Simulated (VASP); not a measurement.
Crystal: SiC (Moissanite).

```
Si C
1.0
     3.11648    0.00000    0.00000
    -1.55824    2.69895    0.00000
     0.00000    0.00000    5.11443
Si C
2 2
Cartesian
  1.5582 0.8996 2.5572
  0.0000 1.7993 0.0000
  1.5582 0.8996 4.5263
  0.0000 1.7993 1.9691
```

Base run:

```yaml
Program: VASP 6.6.1
Functional: BLYP
Dispersion: D4
Potentials_or_basis: VASP PAW PBE potentials, release 64 (Si, C)
Cutoff: 520 eV
k_mesh: 10 × 10 × 5
Occupations: fermi-dirac, width 0.05 eV
Spin: no spin polarisation
```

Its results: band gap on the k mesh 2.77 eV, indirect (least direct gap 4.25 eV); pressure -7.5 GPa; largest force 0.673 eV/Å.

Problem. The run is repeated on the same cell with these changes: functional from BLYP to revPBE. What comes out?

Solution. Band gap on the k mesh 2.55 eV, indirect (least direct gap 4.02 eV); pressure -10.7 GPa; largest force 0.669 eV/Å.

Caveats: the PAW data sets were made with another functional, which shifts forces and pressure a little.

A k mesh can miss the band edges.
